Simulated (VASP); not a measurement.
# ScAl3 (Cmmm) in VASP: notebook, part 2 of 2

VASP 6.6.1. Earlier steps stand in the parts before.

## Step 3: Single point, PBEsol

File INCAR:

```
  PREC = Accurate
  ENCUT = 520
  EDIFF = 1E-6
  ISMEAR = -1
  SIGMA = 0.05
  LREAL = F
  LASPH = T
  NELM = 80
  ALGO = Normal
  ISIF = 2
  LWAVE = F
  LCHARG = F
  GGA = PS
  NBANDS = 18
```

File KPOINTS:

```
Automatic mesh
0
Gamma
  6 6 6
```

File POSCAR:

```
ScAl3
1.0
    4.0878065700      0.0817561314      0.0000000000
    0.0817561314      4.0878065700      0.0000000000
    0.0000000000      0.0000000000      4.0878065700
Sc Al
1 3
Direct
    0.0000000000      0.0000000000      0.0000000000
    0.5000000000      0.5000000000      0.0000000000
    0.0000000000      0.5000000000      0.5000000000
    0.5000000000      0.0000000000      0.5000000000
```

Potentials or basis: VASP PAW PBE potentials, release 64 (Sc_sv, Al).

Started as:

```console
$ cat potpaw_PBE.64/Sc_sv/POTCAR potpaw_PBE.64/Al/POTCAR > POTCAR
$ mpirun -np 1 vasp_std > vasp.out
```

OUTCAR:

```text
PREC = Accurate
   ENCUT = 520
   EDIFF = 1E-6
   ISMEAR = -1
   LREAL = F
   LASPH = T
   NELM = 80
   ISIF = 2
   GGA = PS

 ion  position               nearest neighbor table
   1  0.000  0.000  0.000-   2 2.83   2 2.83   3 2.89   4 2.89   3 2.89   3 2.89   3 2.89   4 2.89
                             4 2.89   4 2.89   2 2.95   2 2.95
   2  0.500  0.500  0.000-   1 2.83   1 2.83   3 2.89   4 2.89   3 2.89   4 2.89   4 2.89   4 2.89
                             3 2.89   3 2.89   1 2.95   1 2.95
   3  0.000  0.500  0.500-   4 2.83   4 2.83   1 2.89   2 2.89   1 2.89   1 2.89   1 2.89   2 2.89
                             2 2.89   2 2.89   4 2.95   4 2.95
   4  0.500  0.000  0.500-   3 2.83   3 2.83   1 2.89   2 2.89   2 2.89   1 2.89   2 2.89   1 2.89
                             2 2.89   1 2.89   3 2.95   3 2.95

  LATTYP: Found a base centered orthorhombic cell.
 ALAT       =     5.6654108618
 B/A-ratio  =     1.0408163265
 C/A-ratio  =     0.7215375318

  Lattice vectors:

 A1 = (  -0.0817561314,  -4.0878065700,   0.0000000000)
 A2 = (   4.0878065700,   0.0817561314,   0.0000000000)
 A3 = (   0.0000000000,   0.0000000000,   4.0878065700)

Analysis of symmetry for initial positions (statically):
=====================================================================
 Subroutine PRICEL returns:
 Original cell was already a primitive cell.

 Routine SETGRP: Setting up the symmetry group for a
 base centered orthorhombic supercell.

 Subroutine GETGRP returns: Found  8 space group operations
 (whereof  8 operations were pure point group operations)
 out of a pool of  8 trial point group operations.

The static configuration has the point symmetry D_2h.

Analysis of symmetry for dynamics (positions and initial velocities):
=====================================================================
 Subroutine PRICEL returns:
 Original cell was already a primitive cell.

 Routine SETGRP: Setting up the symmetry group for a
 base centered orthorhombic supercell.

 Subroutine GETGRP returns: Found  8 space group operations
 (whereof  8 operations were pure point group operations)
 out of a pool of  8 trial point group operations.

The dynamic configuration has the point symmetry D_2h.

 Subroutine INISYM returns: Found  8 space group operations
 (whereof  8 operations are pure point group operations),
 and found     1 'primitive' translations

----------------------------------------------------------------------------------------

                                     Primitive cell

  volume of cell :      68.2806

  direct lattice vectors                    reciprocal lattice vectors
     4.087806570  0.081756131  0.000000000     0.244727861 -0.004894557  0.000000000
     0.081756131  4.087806570  0.000000000    -0.004894557  0.244727861  0.000000000
     0.000000000  0.000000000  4.087806570     0.000000000  0.000000000  0.244629970

  length of vectors
     4.088624050  4.088624050  4.087806570     0.244776802  0.244776802  0.244629970

  position of ions in fractional coordinates (direct lattice)
     0.000000000  0.000000000  0.000000000
     0.500000000  0.500000000  0.000000000
     0.000000000  0.500000000  0.500000000
     0.500000000  0.000000000  0.500000000

  ion indices of the primitive-cell ions
   primitive index   ion index
[... 22 lines left out ...]

  Shift w.r.t. Gamma in fractional coordinates (k-lattice)
     0.000000000  0.000000000  0.000000000

 Subroutine IBZKPT returns following result:
 ===========================================

 Found     52 irreducible k-points:

 Following reciprocal coordinates:
            Coordinates               Weight
  0.000000  0.000000  0.000000      1.000000
  0.166667  0.000000  0.000000      4.000000
  0.333333  0.000000  0.000000      4.000000
  0.500000  0.000000  0.000000      2.000000
  0.166667  0.166667  0.000000      2.000000
  0.333333  0.166667  0.000000      4.000000
[... 16 lines left out ...]
  0.333333  0.333333  0.166667      4.000000
  0.500000  0.333333  0.166667      8.000000
 [... further k-points ...]
   k-points           NKPTS =     52   k-points in BZ     NKDIM =     52   number of bands    NBANDS=     18
   number of dos      NEDOS =    301   number of ions     NIONS =      4
   total plane-waves  NPLWV =  27000
   dimension x,y,z NGX =    30 NGY =   30 NGZ =   30
   dimension x,y,z NGXF=    60 NGYF=   60 NGZF=   60
   ions per type =               1   3
   NGX,Y,Z   is equivalent  to a cutoff of  12.20, 12.20, 12.20 a.u.
   NGXF,Y,Z  is equivalent  to a cutoff of  24.40, 24.40, 24.40 a.u.
 SYSTEM =  unknown system
   PREC   = accura    normal or accurate (medium, high low for compatibility)
   ISTART =      0    job   : 0-new  1-cont  2-samecut
   ICHARG =      2    charge: 1-file 2-atom 10-const
   ISPIN  =      1    spin polarized calculation?
   LNONCOLLINEAR =      F non collinear calculations
   LSORBIT =      F    spin-orbit coupling
   LASPH  =      T    aspherical Exc in radial PAW
   ENCUT  =  520.0 eV  38.22 Ry    6.18 a.u.   7.60  7.60  7.60*2*pi/ulx,y,z
   NELM   =     80;   NELMIN=  2; NELMDL= -5     # of ELM steps
   EDIFF  = 0.1E-05   stopping-criterion for ELM
   LREAL  =      F    real-space projection
   EDIFFG = 0.1E-04   stopping-criterion for IOM
   NSW    =      0    number of steps for IOM
   IBRION =     -1    ionic relax: 0-MD 1-quasi-New 2-CG
   NFREE  =      0    steps in history (QN), initial steepest desc. (CG)
   ISIF   =      2    stress and relaxation
   ISYM   =      2    0-nonsym 1-usesym 2-fastsym
   POTIM  = 0.5000    time-step for ionic-motion
   TEBEG  =    0.0;   TEEND  =   0.0 temperature during run
   PSTRESS=    0.0 pullay stress
   NELECT =      20.0000    total number of electrons
   NUPDOWN=      -1.0000    fix difference up-down
   EMIN   =  10.00;   EMAX   =-10.00  energy-range for DOS
   EFERMI =   0.00;   METHOD = LEGACY
   ISMEAR =    -1;   SIGMA  =   0.05  broadening in eV -4-tet -1-fermi 0-gaus
   EFERMI_NEDOS =   21; number of points for ismear=-14 and -15
   IALGO  =     38    algorithm
   IMIX   =      4    mixing-type and parameters
     AMIX     =   0.40;   BMIX     =  1.00
     AMIX_MAG =   1.60;   BMIX_MAG =  1.00
  volume/ion in A,a.u.               =      17.07       115.20
  Fermi-wavevector in a.u.,A,eV,Ry     =   1.087224  2.054556 16.082852  1.182056
  Thomas-Fermi vector in A             =   2.223379
   LORBIT       =      0    0 simple, 1 ext, 2 COOP (PROOUT), +10 PAW based schemes
   GGA     = PS    functional components
   LHFCALC =     F    Hartree Fock is set to
   AEXX    =    0.0000 exact exchange contribution
   IVDW    =     0    specifies the selected vdW correction
   LEPSILON=     F    determine dielectric tensor
   LRPA    =     F    only Hartree local field effects (RPA)
 non-spin polarized calculation
  energy-cutoff  :      520.00
  volume of cell :       68.28
 maximum number of plane-waves:      1858
   NGX = 15   NGY = 15   NGZ = 15

 number of electron      19.9999997 magnetization

 Free energy of the ion-electron system (eV)
  ---------------------------------------------------
  ext. energy  EPLUGINS =         0.00000000
  ---------------------------------------------------
  free energy    TOTEN  =       -20.73663165 eV

  energy without entropy =      -20.72088472  energy(sigma->0) =      -20.72875818

 E-fermi :   7.3097     XC(G=0): -10.4997

 val. band max:        7.3097257757   @ k =   0.5000   0.1667   0.3333
 cond. band min:       7.3189729841   @ k =   0.1667   0.0000   0.1667
 fundamental gap:      0.0092472084
 Fermi energy:         7.3097492110

 k-point     1 :       0.0000    0.0000    0.0000
  band No.  band energies     occupation
      1     -41.5443      2.00000
      2     -20.3506      2.00000
      3     -20.3431      2.00000
      4     -20.3368      2.00000
      5      -2.8170      2.00000
      6       4.5745      2.00000
[... 481 lines left out ...]
      5       0.0529      2.00000
      6       1.0741      2.00000
[... 10 lines left out ...]
     17      12.2542      0.00000
     18      12.9169      0.00000

 [... further k-points ...]
[... 5 lines left out ...]
  --------------------------------------------------------------------------------------
  -------------------------------------------------------------------------------------
  Total       -0.2931877     -0.2931877     -0.3728618     -1.0877734      0.0000000      0.0000000
  in kB       -6.8795340     -6.8795340     -8.7490554    -25.5241784      0.0000000      0.0000000
  external PRESSURE =      -7.5027078 kB  Pullay stress =       0.0000000 kB

 VOLUME and BASIS-vectors are now :
 -----------------------------------------------------------------------------
  energy-cutoff  :      520.00
  volume of cell :       68.28
      direct lattice vectors                 reciprocal lattice vectors
     4.087806570  0.081756131  0.000000000     0.244727861 -0.004894557  0.000000000
     0.081756131  4.087806570  0.000000000    -0.004894557  0.244727861  0.000000000
     0.000000000  0.000000000  4.087806570     0.000000000  0.000000000  0.244629970

 POSITION                                       TOTAL-FORCE (eV/Angst)
 -----------------------------------------------------------------------------------
      0.00000      0.00000      0.00000        -0.000000      0.000000      0.000000
      2.08478      2.08478      0.00000         0.000000      0.000000      0.000000
      0.04088      2.04390      2.04390        -0.000000      0.000000      0.000000
      2.04390      0.04088      2.04390        -0.000000      0.000000      0.000000
 -----------------------------------------------------------------------------------
    total drift:                                0.000000     -0.000000      0.000000

  FREE ENERGIE OF THE ION-ELECTRON SYSTEM (eV)
  ---------------------------------------------------
  free  energy   TOTEN  =       -20.7366316463 eV

  energy  without entropy=      -20.7208847231  energy(sigma->0) =      -20.72875818
```

stdout:

```text
POSCAR found type information on POSCAR ScAl
 POSCAR found :  2 types and       4 ions
 scaLAPACK will be used
 -----------------------------------------------------------------------------
|                                                                             |
|                                                                             |
|     You enforced a specific xc type in the INCAR file but a different       |
|     I HOPE YOU KNOW WHAT YOU ARE DOING!                                     |
|                                                                             |
 -----------------------------------------------------------------------------

 LDA part: xc-table for (Slater+PW92), standard interpolation
 POSCAR, INCAR and KPOINTS ok, starting setup
 FFT: planning ... GRIDC
 FFT: planning ... GRID_SOFT
 FFT: planning ... GRID
 WAVECAR not read
 entering main loop
```

Wall time 36 s (1 thread of Intel Xeon 6975P-C (Granite Rapids), shared host); peak memory 0.2 GiB.

What came out:

```yaml
Free_energy: -20.7366 eV
Pressure: -0.8 GPa
Band_gap_on_the_k_mesh: zero (band 10 reaches 8.10 eV, above the bottom of band 11 at 4.43 eV)
```

Levels at points of the mesh, in eV from the Fermi level:
```csv
k point,band 8,band 9,band 10,band 11,band 12,band 13
"(0.00, 0.00, 0.00)",-2.01,-1.91,-1.79,1.04,1.17,1.20
"(0.50, 0.00, 0.00)",-1.82,-1.57,0.52,0.90,1.08,1.35
"(0.50, 0.50, 0.00)",-4.47,-0.74,-0.55,1.11,1.24,1.97
"(0.00, 0.00, 0.50)",-1.74,-1.59,0.79,0.88,0.94,1.25
"(0.50, 0.00, 0.50)",-4.47,-0.67,-0.65,1.08,1.29,1.95
"(0.50, 0.50, 0.50)",-4.57,-3.22,-3.05,-2.88,0.81,2.48
```

Caveat: the PAW data sets were made with another functional, which shifts forces and pressure a little.

## Step 4: Relaxation of the atoms, PBEsol

File INCAR:

```
SYSTEM = ScAl3
PREC = Accurate
ENCUT = 520
EDIFF = 1E-6
ISMEAR = -1
SIGMA = 0.05
LREAL = .FALSE.
LASPH = .TRUE.
NELM = 60
ALGO = Normal
ISIF = 2
LWAVE = .FALSE.
LCHARG = .FALSE.
GGA = PS
IBRION = 2
NSW = 60
EDIFFG = -0.01
```

File KPOINTS:

```
regular mesh
0
G
  6 6 6
  0 0 0
```

Changes to POSCAR since step 3:

```diff
@@ -2,4 +2,4 @@
 1.0
-    4.0878065700      0.0817561314      0.0000000000
-    0.0817561314      4.0878065700      0.0000000000
+    4.0878065700     -0.0817561314      0.0000000000
+   -0.0817561314      4.0878065700      0.0000000000
     0.0000000000      0.0000000000      4.0878065700
```

Started as:

```console
$ cat potpaw_PBE.64/Sc_sv/POTCAR potpaw_PBE.64/Al/POTCAR > POTCAR
$ mpirun -np 1 vasp_std > vasp.out
```

Run time: 27 s. Hardware: 1 thread of Intel Xeon 6975P-C (Granite Rapids), shared host; peak memory 0.19 GiB.

Results (log left out):

| Quantity | Value |
| --- | --- |
| Free energy | -20.7366 eV |
| Pressure after relaxing | -0.7 GPa |
| Band gap on the k mesh | zero (band 10 reaches 8.10 eV, above the bottom of band 11 at 4.43 eV) |

Stress tensor (GPa, compression positive):
```
-0.68  2.55  0.00
 2.55 -0.68  0.00
 0.00  0.00 -0.87
```

Final structure:
```yaml
crystal:
  lattice:
    - [4.08781, -0.08176, 0.00000]
    - [-0.08176, 4.08781, 0.00000]
    - [0.00000, 0.00000, 4.08781]
  atoms:
    - { symbol: Sc, position: [0.00000, 0.00000, 0.00000] }
    - { symbol: Al, position: [0.50000, 0.50000, 0.00000] }
    - { symbol: Al, position: [0.00000, 0.50000, 0.50000] }
    - { symbol: Al, position: [0.50000, 0.00000, 0.50000] }
```

Levels at points of the mesh, in eV from the Fermi level:
```
           k point  band 6  band 7  band 8  band 9  band 10  band 11  band 12  band 13  band 14
(0.00, 0.00, 0.00)   -2.74   -2.73   -2.01   -1.91    -1.79     1.04     1.17     1.20     1.25
(0.50, 0.00, 0.00)   -7.43   -1.85   -1.82   -1.57     0.52     0.90     1.08     1.35     1.51
(0.50, 0.50, 0.00)   -5.94   -5.50   -4.47   -0.74    -0.55     1.11     1.24     1.97     2.37
(0.00, 0.00, 0.50)   -7.43   -1.89   -1.74   -1.59     0.79     0.88     0.94     1.25     1.49
(0.50, 0.00, 0.50)   -5.72   -5.72   -4.47   -0.67    -0.65     1.08     1.29     1.95     2.39
(0.50, 0.50, 0.50)   -4.90   -4.68   -4.57   -3.22    -3.05    -2.88     0.81     2.48     2.49
```

Caveat: the relaxation stopped at its first step, so nothing moved; the PAW data sets were made with another functional, which shifts forces and pressure a little.

## Step 5: Overview

| task | cell | gap on the mesh (eV) | pressure (GPa) |
| --- | --- | --- | --- |
| single point | a = 4.089, b = 4.089, c = 4.088 Å, angles 90.0, 90.0, 92.3°, 4 atoms | none | -0.7 |
| single point | a = 4.089, b = 4.089, c = 4.088 Å, angles 90.0, 90.0, 87.7°, 4 atoms | none | -0.8 |
| relaxation of the atoms | atoms relaxed from a = 4.089, b = 4.089, c = 4.088 Å, angles 90.0, 90.0, 92.3°, 4 atoms | none | -0.7 |

Alike in all rows: level PBEsol; potentials or basis VASP PAW PBE potentials, release 64 (Sc_sv, Al); no spin polarisation; k mesh 6 × 6 × 6; cutoff (eV) 520; smearing fermi-dirac 0.05 eV.

Caveats: the PAW data sets were made with another functional, which shifts forces and pressure a little; the relaxation stopped at its first step, so nothing moved (some runs).

Absolute energies hang on the potentials; compare differences alone.
